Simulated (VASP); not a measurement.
# VPt3 (Pm-3m) in VASP: single point with LDA

Aim: the single point of VPt3 with LDA.

Everything below comes from runs of VASP 6.6.1. Logs are shortened: lines on timing, memory, paths and dates and some standing lists are left out, and cuts for length are marked.

### 1 The cell of the first run

Symmetry: Pm-3m, No. 221, cubic system. The conventional cell has a = 3.870 Å, b = 3.870 Å, c = 3.870 Å, α = 90.00°, β = 90.00°, γ = 90.00°. Within 3.6 Å of V (site symmetry m-3m) lie 12 Pt at 2.74 Å. Within 3.6 Å of Pt (site symmetry 4/mmm) lie 4 V at 2.74 Å and 8 Pt at 2.74 Å. Pt (site symmetry 4/mmm) has 4 V at 2.74 Å and 8 Pt at 2.74 Å within 3.6 Å.

### 2 Single point, LDA

File INCAR:

```
PREC     = Accurate       # precision mode
ENCUT    = 500            # plane-wave cutoff, eV
EDIFF    = 1E-6           # SCF threshold, eV
ISMEAR   = -1             # smearing method
SIGMA    = 0.05           # smearing width, eV
LREAL    = False          # projectors in reciprocal space
LASPH    = True           # aspherical terms in the spheres
NELM     = 120            # most SCF steps
ALGO     = Normal         # electronic algorithm
ISIF     = 2              # what is computed and relaxed
LWAVE    = False          # write WAVECAR
LCHARG   = False          # write CHGCAR
GGA      = CA             # functional
NBANDS   = 53             # bands
GGA_COMPAT= False
```

File KPOINTS:

```
regular mesh
0
Gamma
  7 7 4
```

File POSCAR:

```
VPt3
1.0
    3.8700000000      0.0000000000      0.0000000000
    0.0000000000      3.8700000000      0.0000000000
    0.0000000000      0.0000000000      7.7400000000
V Pt
2 6
Direct
    0.0000000000      0.0000000000      0.0000000000
    0.0000000000      0.0000000000      0.5000000000
    0.0000000000      0.5000000000      0.2500000000
    0.5000000000      0.0000000000      0.2500000000
    0.5000000000      0.5000000000      0.0000000000
    0.0000000000      0.5000000000      0.7500000000
    0.5000000000      0.0000000000      0.7500000000
    0.5000000000      0.5000000000      0.5000000000
```

Potentials or basis: VASP PAW LDA potentials, release 64 (V_sv, Pt).

Run with:

```console
> cat potpaw_LDA.64/V_sv/POTCAR potpaw_LDA.64/Pt/POTCAR > POTCAR
> mpirun -np 1 vasp_std > vasp.out
```

OUTCAR:

```text
PREC = Accurate
   ENCUT = 500
   EDIFF = 1E-6
   ISMEAR = -1
   LREAL = False
   LASPH = True
   NELM = 120
   ISIF = 2
   GGA = CA

 ion  position               nearest neighbor table
   1  0.000  0.000  0.000-   3 2.74   4 2.74   5 2.74   6 2.74   7 2.74   3 2.74   5 2.74   6 2.74
                             4 2.74   5 2.74   7 2.74   5 2.74
   2  0.000  0.000  0.500-   3 2.74   4 2.74   6 2.74   7 2.74   8 2.74   3 2.74   6 2.74   8 2.74
                             4 2.74   7 2.74   8 2.74   8 2.74
   3  0.000  0.500  0.250-   1 2.74   2 2.74   4 2.74   5 2.74   8 2.74   1 2.74   2 2.74   4 2.74
                             4 2.74   5 2.74   8 2.74   4 2.74
   4  0.500  0.000  0.250-   1 2.74   2 2.74   3 2.74   5 2.74   8 2.74   3 2.74   5 2.74   8 2.74
                             1 2.74   2 2.74   3 2.74   3 2.74
   5  0.500  0.500  0.000-   1 2.74   3 2.74   4 2.74   6 2.74   7 2.74   1 2.74   4 2.74   7 2.74
                             1 2.74   3 2.74   6 2.74   1 2.74
   6  0.000  0.500  0.750-   1 2.74   2 2.74   5 2.74   7 2.74   8 2.74   1 2.74   2 2.74   7 2.74
                             5 2.74   7 2.74   8 2.74   7 2.74
   7  0.500  0.000  0.750-   1 2.74   2 2.74   5 2.74   6 2.74   8 2.74   5 2.74   6 2.74   8 2.74
                             1 2.74   2 2.74   6 2.74   6 2.74
   8  0.500  0.500  0.500-   2 2.74   3 2.74   4 2.74   6 2.74   7 2.74   2 2.74   4 2.74   7 2.74
                             2 2.74   3 2.74   6 2.74   2 2.74

  LATTYP: Found a simple tetragonal cell.
 ALAT       =     3.8700000000
 C/A-ratio  =     2.0000000000

  Lattice vectors:

 A1 = (   3.8700000000,   0.0000000000,   0.0000000000)
 A2 = (   0.0000000000,   3.8700000000,   0.0000000000)
 A3 = (   0.0000000000,   0.0000000000,   7.7400000000)

Analysis of symmetry for initial positions (statically):
=====================================================================
 Subroutine PRICEL returns following result:

  LATTYP: Found a simple cubic cell.
 ALAT       =     3.8700000000

  Lattice vectors:

 A1 = (   3.8700000000,   0.0000000000,   0.0000000000)
 A2 = (   0.0000000000,   3.8700000000,   0.0000000000)
 A3 = (   0.0000000000,   0.0000000000,   3.8700000000)

   2 primitive cells build up your supercell.

 Routine SETGRP: Setting up the symmetry group for a
 simple tetragonal supercell.

 Subroutine GETGRP returns: Found 16 space group operations
 (whereof 16 operations were pure point group operations)
 out of a pool of 16 trial point group operations.

The static configuration has the point symmetry D_4h.

Analysis of symmetry for dynamics (positions and initial velocities):
=====================================================================
 Subroutine PRICEL returns following result:

  LATTYP: Found a simple cubic cell.
 ALAT       =     3.8700000000

  Lattice vectors:

 A1 = (   3.8700000000,   0.0000000000,   0.0000000000)
 A2 = (   0.0000000000,   3.8700000000,   0.0000000000)
 A3 = (   0.0000000000,   0.0000000000,   3.8700000000)

   2 primitive cells build up your supercell.

 Routine SETGRP: Setting up the symmetry group for a
 simple tetragonal supercell.

 Subroutine GETGRP returns: Found 16 space group operations
 (whereof 16 operations were pure point group operations)
 out of a pool of 16 trial point group operations.

The dynamic configuration has the point symmetry D_4h.

 Subroutine INISYM returns: Found 16 space group operations
 (whereof 16 operations are pure point group operations),
 and found     2 'primitive' translations

----------------------------------------------------------------------------------------

                                     Primitive cell

  volume of cell :      57.9606

  direct lattice vectors                    reciprocal lattice vectors
     3.870000000  0.000000000  0.000000000     0.258397933  0.000000000  0.000000000
     0.000000000  3.870000000  0.000000000     0.000000000  0.258397933  0.000000000
     0.000000000  0.000000000  3.870000000     0.000000000  0.000000000  0.258397933

  length of vectors
     3.870000000  3.870000000  3.870000000     0.258397933  0.258397933  0.258397933

  position of ions in fractional coordinates (direct lattice)
     0.000000000  0.000000000  0.000000000
     0.000000000  0.500000000  0.500000000
     0.500000000  0.000000000  0.500000000
     0.500000000  0.500000000  0.000000000

  ion indices of the primitive-cell ions
   primitive index   ion index
                 1           1
                 2           3
                 3           4
                 4           5

----------------------------------------------------------------------------------------

 KPOINTS: regular mesh

Automatic generation of k-mesh.
 Grid dimensions read from file:
 generate k-points for:    7    7    4

 Generating k-lattice:

  Cartesian coordinates                     Fractional coordinates (reciprocal lattice)
     0.036913990  0.000000000  0.000000000     0.142857143  0.000000000  0.000000000
     0.000000000  0.036913990  0.000000000     0.000000000  0.142857143  0.000000000
     0.000000000  0.000000000  0.032299742     0.000000000  0.000000000  0.250000000

  Length of vectors
     0.036913990  0.036913990  0.032299742

  Shift w.r.t. Gamma in fractional coordinates (k-lattice)
     0.000000000  0.000000000  0.000000000

 Subroutine IBZKPT returns following result:
 ===========================================

 Found     30 irreducible k-points:

 Following reciprocal coordinates:
            Coordinates               Weight
  0.000000  0.000000  0.000000      1.000000
  0.142857  0.000000  0.000000      4.000000
  0.285714  0.000000  0.000000      4.000000
  0.428571  0.000000  0.000000      4.000000
  0.142857  0.142857  0.000000      4.000000
  0.285714  0.142857  0.000000      8.000000
[... 16 lines left out ...]
  0.285714  0.000000  0.500000      4.000000
  0.428571  0.000000  0.500000      4.000000
 [... further k-points ...]
   k-points           NKPTS =     30   k-points in BZ     NKDIM =     30   number of bands    NBANDS=     53
   number of dos      NEDOS =    301   number of ions     NIONS =      8
   total plane-waves  NPLWV =  43904
   dimension x,y,z NGX =    28 NGY =   28 NGZ =   56
   dimension x,y,z NGXF=    56 NGYF=   56 NGZF=  112
   ions per type =               2   6
   NGX,Y,Z   is equivalent  to a cutoff of  12.03, 12.03, 12.03 a.u.
   NGXF,Y,Z  is equivalent  to a cutoff of  24.06, 24.06, 24.06 a.u.
 SYSTEM =  unknown system
   PREC   = accura    normal or accurate (medium, high low for compatibility)
   ISTART =      0    job   : 0-new  1-cont  2-samecut
   ICHARG =      2    charge: 1-file 2-atom 10-const
   ISPIN  =      1    spin polarized calculation?
   LNONCOLLINEAR =      F non collinear calculations
   LSORBIT =      F    spin-orbit coupling
   LASPH  =      T    aspherical Exc in radial PAW
   ENCUT  =  500.0 eV  36.75 Ry    6.06 a.u.   7.06  7.06 14.11*2*pi/ulx,y,z
   NELM   =    120;   NELMIN=  2; NELMDL= -5     # of ELM steps
   EDIFF  = 0.1E-05   stopping-criterion for ELM
   LREAL  =      F    real-space projection
   EDIFFG = 0.1E-04   stopping-criterion for IOM
   NSW    =      0    number of steps for IOM
   IBRION =     -1    ionic relax: 0-MD 1-quasi-New 2-CG
   NFREE  =      0    steps in history (QN), initial steepest desc. (CG)
   ISIF   =      2    stress and relaxation
   ISYM   =      2    0-nonsym 1-usesym 2-fastsym
   POTIM  = 0.5000    time-step for ionic-motion
   TEBEG  =    0.0;   TEEND  =   0.0 temperature during run
   PSTRESS=    0.0 pullay stress
   NELECT =      86.0000    total number of electrons
   NUPDOWN=      -1.0000    fix difference up-down
   EMIN   =  10.00;   EMAX   =-10.00  energy-range for DOS
   EFERMI =   0.00;   METHOD = LEGACY
   ISMEAR =    -1;   SIGMA  =   0.05  broadening in eV -4-tet -1-fermi 0-gaus
   EFERMI_NEDOS =   21; number of points for ismear=-14 and -15
   IALGO  =     38    algorithm
   IMIX   =      4    mixing-type and parameters
     AMIX     =   0.40;   BMIX     =  1.00
     AMIX_MAG =   1.60;   BMIX_MAG =  1.00
  volume/ion in A,a.u.               =      14.49        97.78
  Fermi-wavevector in a.u.,A,eV,Ry     =   1.482018  2.800607 29.883511  2.196376
  Thomas-Fermi vector in A             =   2.595856
   LORBIT       =      0    0 simple, 1 ext, 2 COOP (PROOUT), +10 PAW based schemes
   GGA     = CA    functional components
   LHFCALC =     F    Hartree Fock is set to
   AEXX    =    0.0000 exact exchange contribution
   IVDW    =     0    specifies the selected vdW correction
   LEPSILON=     F    determine dielectric tensor
   LRPA    =     F    only Hartree local field effects (RPA)
 non-spin polarized calculation
  energy-cutoff  :      500.00
  volume of cell :      115.92
 maximum number of plane-waves:      2964
   NGX = 15   NGY = 15   NGZ = 29

 number of electron      86.0000033 magnetization

 Free energy of the ion-electron system (eV)
  ---------------------------------------------------
  ext. energy  EPLUGINS =         0.00000000
  ---------------------------------------------------
  free energy    TOTEN  =       -68.15541623 eV

  energy without entropy =      -68.02924048  energy(sigma->0) =      -68.09232836

 E-fermi :  11.6436     XC(G=0): -13.6555

 val. band max:       11.6309165135   @ k =   0.4286   0.2857   0.0000
 cond. band min:      11.6437898690   @ k =   0.4286   0.4286   0.0000
 fundamental gap:      0.0128733555
 Fermi energy:        11.6435826189

 k-point     1 :       0.0000    0.0000    0.0000
  band No.  band energies     occupation
      1     -52.6649      2.00000
      2     -52.6639      2.00000
      3     -26.9323      2.00000
      4     -26.9209      2.00000
      5     -26.9209      2.00000
      6     -26.9181      2.00000
[... 45 lines left out ...]
     52      13.2601      0.00000
     53      13.2601      0.00000

 k-point     2 :       0.1429    0.0000    0.0000
  band No.  band energies     occupation
      1     -52.6647      2.00000
      2     -52.6638      2.00000
      3     -26.9314      2.00000
      4     -26.9226      2.00000
      5     -26.9214      2.00000
      6     -26.9213      2.00000
[... 45 lines left out ...]
     52      13.1849      0.00000
     53      14.8818      0.00000

 k-point     3 :       0.2857    0.0000    0.0000
  band No.  band energies     occupation
      1     -52.6643      2.00000
      2     -52.6637      2.00000
      3     -26.9296      2.00000
      4     -26.9282      2.00000
      5     -26.9265      2.00000
      6     -26.9224      2.00000
[... 45 lines left out ...]
     52      13.1790      0.00000
     53      15.2688      0.00000
[... 1065 lines left out ...]
 k-point    23 :       0.2857    0.0000    0.5000
  band No.  band energies     occupation
      1     -52.6640      2.00000
      2     -52.6640      2.00000
      3     -26.9280      2.00000
      4     -26.9280      2.00000
      5     -26.9229      2.00000
      6     -26.9229      2.00000
[... 45 lines left out ...]
     52      13.4576      0.00000
     53      14.4276      0.00000

 k-point    24 :       0.4286    0.0000    0.5000
  band No.  band energies     occupation
      1     -52.6638      2.00000
      2     -52.6638      2.00000
      3     -26.9317      2.00000
      4     -26.9317      2.00000
      5     -26.9233      2.00000
      6     -26.9233      2.00000
[... 45 lines left out ...]
     52      12.5859      0.00000
     53      15.4012      0.00000

 [... further k-points ...]
[... 5 lines left out ...]
  --------------------------------------------------------------------------------------
  -------------------------------------------------------------------------------------
  Total       -4.3614078     -4.3614078     -4.2818555      0.0000000      0.0000000     -0.0000000
  in kB      -60.2801587    -60.2801587    -59.1806455      0.0000000      0.0000000     -0.0000000
  external PRESSURE =     -59.9136543 kB  Pullay stress =       0.0000000 kB

 VOLUME and BASIS-vectors are now :
 -----------------------------------------------------------------------------
  energy-cutoff  :      500.00
  volume of cell :      115.92
      direct lattice vectors                 reciprocal lattice vectors
     3.870000000  0.000000000  0.000000000     0.258397933  0.000000000  0.000000000
     0.000000000  3.870000000  0.000000000     0.000000000  0.258397933  0.000000000
     0.000000000  0.000000000  7.740000000     0.000000000  0.000000000  0.129198966

 POSITION                                       TOTAL-FORCE (eV/Angst)
 -----------------------------------------------------------------------------------
      0.00000      0.00000      0.00000         0.000000     -0.000000     -0.000000
      0.00000      0.00000      3.87000         0.000000     -0.000000     -0.000000
      0.00000      1.93500      1.93500         0.000000      0.000000      0.000000
      1.93500      0.00000      1.93500        -0.000000     -0.000000      0.000000
      1.93500      1.93500      0.00000        -0.000000     -0.000000      0.000000
      0.00000      1.93500      5.80500         0.000000      0.000000     -0.000000
      1.93500      0.00000      5.80500        -0.000000     -0.000000     -0.000000
      1.93500      1.93500      3.87000        -0.000000     -0.000000      0.000000
 -----------------------------------------------------------------------------------
    total drift:                                0.000000      0.000000      0.000000

  FREE ENERGIE OF THE ION-ELECTRON SYSTEM (eV)
  ---------------------------------------------------
  free  energy   TOTEN  =       -68.1554162349 eV

  energy  without entropy=      -68.0292404798  energy(sigma->0) =      -68.09232836
```

Wall time 5 min (1 thread of Intel Xeon 8259CL, shared host); peak memory 0.26 GiB.

What came out:

| Item | Value |
| --- | --- |
| Free energy | -68.1554 eV |
| Pressure | -6.0 GPa |
| Band gap on the k mesh | zero (bands 43 and 44 overlap by 0.48 eV) |

Caveat: the cell stands under tension; spin-orbit coupling is left out, which moves the levels of the heavy elements.
